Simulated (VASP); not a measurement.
# Cd3Ir (Pm-3m) in VASP: further runs

Cd3Ir is run at these levels: LDA; tasks: single point.

All numbers are computed with VASP 6.6.1; they aren't measurements. Logs are shortened: lines on timing, memory, paths and dates and some standing lists are left out, and cuts for length are marked.

## Step 1: The cell of the first run

The structure is cubic, space group Pm-3m (No. 221). Conventional cell: a = 4.217 Å, b = 4.217 Å, c = 4.217 Å, α = 90.00°, β = 90.00°, γ = 90.00°. Within 3.9 Å of Cd (site symmetry 4/mmm) lie 8 Cd at 2.98 Å and 4 Ir at 2.98 Å. Within 3.9 Å of Ir (site symmetry m-3m) lie 12 Cd at 2.98 Å.

## Step 2: Single point, LDA

INCAR reads:

```
SYSTEM = Cd3Ir
  ALGO = Normal
  EDIFF = 1E-6
  ENCUT = 630
  GGA_COMPAT = .False.
  ISIF = 2
  ISMEAR = 0
  LASPH = .True.
  LCHARG = .False.
  LREAL = .False.
  LWAVE = .False.
  NBANDS = 46
  NELM = 120
  PREC = Accurate
  SIGMA = 0.1
```

KPOINTS reads:

```
k-points
0
Gamma
  5 5 5
  0 0 0
```

POSCAR reads:

```
Cd3Ir
1.0
    4.2167000000      0.0000000000      0.0000000000
    0.0000000000      4.2167000000      0.0000000000
    0.0000000000      0.0000000000      4.2167000000
Cd Ir
3 1
Direct
    0.0000000000      0.5000000000      0.5000000000
    0.5000000000      0.0000000000      0.5000000000
    0.5000000000      0.5000000000      0.0000000000
    0.0000000000      0.0000000000      0.0000000000
```

Potentials or basis: VASP PAW LDA potentials, release 64 (Cd_sv_GW, Ir_sv_GW).

Started as:

```sh
$ cat potpaw_LDA.64/Cd_sv_GW/POTCAR potpaw_LDA.64/Ir_sv_GW/POTCAR > POTCAR
$ mpirun -np 1 vasp_std > vasp.out
```

OUTCAR:

```text
SYSTEM = Cd3Ir
   EDIFF = 1E-6
   ENCUT = 630
   ISIF = 2
   ISMEAR = 0
   LASPH = .True.
   LREAL = .False.
   NELM = 120
   PREC = Accurate

 ion  position               nearest neighbor table
   1  0.000  0.500  0.500-   4 2.98   4 2.98   4 2.98   4 2.98
   2  0.500  0.000  0.500-   4 2.98   4 2.98   4 2.98   4 2.98
   3  0.500  0.500  0.000-   4 2.98   4 2.98   4 2.98   4 2.98
   4  0.000  0.000  0.000-   1 2.98   2 2.98   3 2.98   1 2.98   2 2.98   1 2.98   3 2.98   1 2.98
                             2 2.98   3 2.98   2 2.98   3 2.98

  LATTYP: Found a simple cubic cell.
 ALAT       =     4.2167000000

  Lattice vectors:

 A1 = (   4.2167000000,   0.0000000000,   0.0000000000)
 A2 = (   0.0000000000,   4.2167000000,   0.0000000000)
 A3 = (   0.0000000000,   0.0000000000,   4.2167000000)

Analysis of symmetry for initial positions (statically):
=====================================================================
 Subroutine PRICEL returns:
 Original cell was already a primitive cell.

 Routine SETGRP: Setting up the symmetry group for a
 simple cubic supercell.

 Subroutine GETGRP returns: Found 48 space group operations
 (whereof 48 operations were pure point group operations)
 out of a pool of 48 trial point group operations.

The static configuration has the point symmetry O_h .

Analysis of symmetry for dynamics (positions and initial velocities):
=====================================================================
 Subroutine PRICEL returns:
 Original cell was already a primitive cell.

 Routine SETGRP: Setting up the symmetry group for a
 simple cubic supercell.

 Subroutine GETGRP returns: Found 48 space group operations
 (whereof 48 operations were pure point group operations)
 out of a pool of 48 trial point group operations.

The dynamic configuration has the point symmetry O_h .

 Subroutine INISYM returns: Found 48 space group operations
 (whereof 48 operations are pure point group operations),
 and found     1 'primitive' translations

----------------------------------------------------------------------------------------

                                     Primitive cell

  volume of cell :      74.9753

  direct lattice vectors                    reciprocal lattice vectors
     4.216700000  0.000000000  0.000000000     0.237152275  0.000000000  0.000000000
     0.000000000  4.216700000  0.000000000     0.000000000  0.237152275  0.000000000
     0.000000000  0.000000000  4.216700000     0.000000000  0.000000000  0.237152275

  length of vectors
     4.216700000  4.216700000  4.216700000     0.237152275  0.237152275  0.237152275

  position of ions in fractional coordinates (direct lattice)
     0.000000000  0.500000000  0.500000000
     0.500000000  0.000000000  0.500000000
     0.500000000  0.500000000  0.000000000
     0.000000000  0.000000000  0.000000000

  ion indices of the primitive-cell ions
   primitive index   ion index
                 1           1
                 2           2
                 3           3
                 4           4

----------------------------------------------------------------------------------------

 KPOINTS: k-points

Automatic generation of k-mesh.
 Grid dimensions read from file:
 generate k-points for:    5    5    5

 Generating k-lattice:

  Cartesian coordinates                     Fractional coordinates (reciprocal lattice)
     0.047430455  0.000000000  0.000000000     0.200000000  0.000000000  0.000000000
     0.000000000  0.047430455  0.000000000     0.000000000  0.200000000  0.000000000
     0.000000000  0.000000000  0.047430455     0.000000000  0.000000000  0.200000000

  Length of vectors
     0.047430455  0.047430455  0.047430455

  Shift w.r.t. Gamma in fractional coordinates (k-lattice)
     0.000000000  0.000000000  0.000000000

 Subroutine IBZKPT returns following result:
 ===========================================

 Found     10 irreducible k-points:

 Following reciprocal coordinates:
            Coordinates               Weight
  0.000000  0.000000  0.000000      1.000000
  0.200000  0.000000  0.000000      6.000000
  0.400000  0.000000  0.000000      6.000000
  0.200000  0.200000  0.000000     12.000000
  0.400000  0.200000  0.000000     24.000000
  0.400000  0.400000  0.000000     12.000000
  0.200000  0.200000  0.200000      8.000000
  0.400000  0.200000  0.200000     24.000000
  0.400000  0.400000  0.200000     24.000000
  0.400000  0.400000  0.400000      8.000000
   k-points           NKPTS =     10   k-points in BZ     NKDIM =     10   number of bands    NBANDS=     46
   number of dos      NEDOS =    301   number of ions     NIONS =      4
   total plane-waves  NPLWV =  46656
   dimension x,y,z NGX =    36 NGY =   36 NGZ =   36
   dimension x,y,z NGXF=    72 NGYF=   72 NGZF=   72
   ions per type =               3   1
   NGX,Y,Z   is equivalent  to a cutoff of  14.19, 14.19, 14.19 a.u.
   NGXF,Y,Z  is equivalent  to a cutoff of  28.39, 28.39, 28.39 a.u.
 SYSTEM =  Cd3Ir
   PREC   = accura    normal or accurate (medium, high low for compatibility)
   ISTART =      0    job   : 0-new  1-cont  2-samecut
   ICHARG =      2    charge: 1-file 2-atom 10-const
   ISPIN  =      1    spin polarized calculation?
   LNONCOLLINEAR =      F non collinear calculations
   LSORBIT =      F    spin-orbit coupling
   LASPH  =      T    aspherical Exc in radial PAW
   ENCUT  =  630.0 eV  46.30 Ry    6.80 a.u.   8.63  8.63  8.63*2*pi/ulx,y,z
   NELM   =    120;   NELMIN=  2; NELMDL= -5     # of ELM steps
   EDIFF  = 0.1E-05   stopping-criterion for ELM
   LREAL  =      F    real-space projection
   EDIFFG = 0.1E-04   stopping-criterion for IOM
   NSW    =      0    number of steps for IOM
   IBRION =     -1    ionic relax: 0-MD 1-quasi-New 2-CG
   NFREE  =      0    steps in history (QN), initial steepest desc. (CG)
   ISIF   =      2    stress and relaxation
   ISYM   =      2    0-nonsym 1-usesym 2-fastsym
   POTIM  = 0.5000    time-step for ionic-motion
   TEBEG  =    0.0;   TEEND  =   0.0 temperature during run
   PSTRESS=    0.0 pullay stress
   NELECT =      77.0000    total number of electrons
   NUPDOWN=      -1.0000    fix difference up-down
   EMIN   =  10.00;   EMAX   =-10.00  energy-range for DOS
   EFERMI =   0.00;   METHOD = LEGACY
   ISMEAR =     0;   SIGMA  =   0.10  broadening in eV -4-tet -1-fermi 0-gaus
   EFERMI_NEDOS =   21; number of points for ismear=-14 and -15
   IALGO  =     38    algorithm
   IMIX   =      4    mixing-type and parameters
     AMIX     =   0.40;   BMIX     =  1.00
     AMIX_MAG =   1.60;   BMIX_MAG =  1.00
  volume/ion in A,a.u.               =      18.74       126.49
  Fermi-wavevector in a.u.,A,eV,Ry     =   1.651705  3.121269 37.118434  2.728128
  Thomas-Fermi vector in A             =   2.740439
   LORBIT       =      0    0 simple, 1 ext, 2 COOP (PROOUT), +10 PAW based schemes
   GGA     = CA    functional components
   LHFCALC =     F    Hartree Fock is set to
   AEXX    =    0.0000 exact exchange contribution
   IVDW    =     0    specifies the selected vdW correction
   LEPSILON=     F    determine dielectric tensor
   LRPA    =     F    only Hartree local field effects (RPA)
 non-spin polarized calculation
 Gauss-broadening in eV      SIGMA  =   0.10
  energy-cutoff  :      630.00
  volume of cell :       74.98
 maximum number of plane-waves:      2721
 NGX is ok and might be reduce to    36
   NGX = 17   NGY = 17   NGZ = 17

 number of electron      77.0000004 magnetization

 Free energy of the ion-electron system (eV)
  ---------------------------------------------------
  ext. energy  EPLUGINS =         0.00000000
  ---------------------------------------------------
  free energy    TOTEN  =       -15.07850923 eV

  energy without entropy =      -15.07145006  energy(sigma->0) =      -15.07497964

 E-fermi :   7.5003     XC(G=0): -12.6203

 val. band max:        7.1995127623   @ k =   0.0000   0.0000   0.0000
 cond. band min:       7.5219604138   @ k =   0.2000   0.2000   0.2000
 fundamental gap:      0.3224476515
 Fermi energy:         7.5002882902

 k-point     1 :       0.0000    0.0000    0.0000
  band No.  band energies     occupation
      1     -94.8034      2.00000
      2     -94.7971      2.00000
      3     -94.7971      2.00000
      4     -83.4045      2.00000
      5     -56.2505      2.00000
      6     -56.2505      2.00000
[... 38 lines left out ...]
     45      15.1660      0.00000
     46      15.1660      0.00000

 k-point     2 :       0.2000    0.0000    0.0000
  band No.  band energies     occupation
      1     -94.8029      2.00000
      2     -94.7976      2.00000
      3     -94.7971      2.00000
      4     -83.4044      2.00000
      5     -56.2497      2.00000
      6     -56.2497      2.00000
[... 38 lines left out ...]
     45      14.5568      0.00000
     46      14.8698      0.00000

 k-point     3 :       0.4000    0.0000    0.0000
  band No.  band energies     occupation
      1     -94.8017      2.00000
      2     -94.7989      2.00000
      3     -94.7971      2.00000
      4     -83.4044      2.00000
      5     -56.2483      2.00000
      6     -56.2483      2.00000
[... 38 lines left out ...]
     45      12.9392      0.00000
     46      14.9566      0.00000

 k-point     4 :       0.2000    0.2000    0.0000
  band No.  band energies     occupation
      1     -94.8024      2.00000
      2     -94.7978      2.00000
      3     -94.7974      2.00000
      4     -83.4043      2.00000
      5     -56.2551      2.00000
      6     -56.2488      2.00000
[... 234 lines left out ...]
     45      15.4159      0.00000
     46      15.7895      0.00000

 k-point     9 :       0.4000    0.4000    0.2000
  band No.  band energies     occupation
      1     -94.8001      2.00000
      2     -94.7990      2.00000
      3     -94.7985      2.00000
      4     -83.4043      2.00000
      5     -56.2729      2.00000
      6     -56.2370      2.00000
[... 38 lines left out ...]
     45      16.0791      0.00000
     46      17.7919      0.00000

 k-point    10 :       0.4000    0.4000    0.4000
  band No.  band energies     occupation
      1     -94.7996      2.00000
      2     -94.7990      2.00000
      3     -94.7990      2.00000
      4     -83.4042      2.00000
      5     -56.2815      2.00000
      6     -56.2280      2.00000
[... 38 lines left out ...]
     45      19.6534      0.00000
     46      19.6565      0.00000

------------------------ aborting loop because EDIFF is reached ----------------------------------------

  FORCE on cell =-STRESS in cart. coord.  units (eV):
  Direction    XX          YY          ZZ          XY          YZ          ZX
  --------------------------------------------------------------------------------------
  -------------------------------------------------------------------------------------
  Total       -5.1623600     -5.1623600     -5.1623600      0.0000000      0.0000000     -0.0000000
  in kB     -110.3165725   -110.3165725   -110.3165725      0.0000000      0.0000000     -0.0000000
  external PRESSURE =    -110.3165725 kB  Pullay stress =       0.0000000 kB

 VOLUME and BASIS-vectors are now :
 -----------------------------------------------------------------------------
  energy-cutoff  :      630.00
  volume of cell :       74.98
      direct lattice vectors                 reciprocal lattice vectors
     4.216700000  0.000000000  0.000000000     0.237152275  0.000000000  0.000000000
     0.000000000  4.216700000  0.000000000     0.000000000  0.237152275  0.000000000
     0.000000000  0.000000000  4.216700000     0.000000000  0.000000000  0.237152275

 POSITION                                       TOTAL-FORCE (eV/Angst)
 -----------------------------------------------------------------------------------
      0.00000      2.10835      2.10835         0.000000      0.000000      0.000000
      2.10835      0.00000      2.10835         0.000000      0.000000      0.000000
      2.10835      2.10835      0.00000         0.000000      0.000000      0.000000
      0.00000      0.00000      0.00000         0.000000      0.000000      0.000000
 -----------------------------------------------------------------------------------
    total drift:                                0.000000      0.000000      0.000000

  FREE ENERGIE OF THE ION-ELECTRON SYSTEM (eV)
  ---------------------------------------------------
  free  energy   TOTEN  =       -15.0785092323 eV

  energy  without entropy=      -15.0714500571  energy(sigma->0) =      -15.07497964
```

Run time: 48 s. Hardware: 1 thread of Intel Xeon Platinum 8259CL at 2.50GHz (Skylake/Cascade Lake), shared host; peak memory 0.2 GiB.

What came out:

- Free energy: -15.0785 eV
- Pressure: -11.0 GPa
- Band gap on the k mesh: zero (an odd number of electrons rules out a gap without spin polarisation)

Levels at points of the mesh, in eV from the Fermi level:
| k point | band 35 | band 36 | band 37 | band 38 | band 39 | band 40 | band 41 | band 42 |
| --- | --- | --- | --- | --- | --- | --- | --- | --- |
| (0.00, 0.00, 0.00) | -1.04 | -1.04 | -1.04 | -0.30 | -0.30 | -0.30 | 3.29 | 4.37 |

Caveat: the cell stands under tension; spin-orbit coupling is left out, which moves the levels of the heavy elements.

(Continued in part 2 of 2.)

The gap in the log of VASP goes by the Fermi energy; the results here count the filled bands.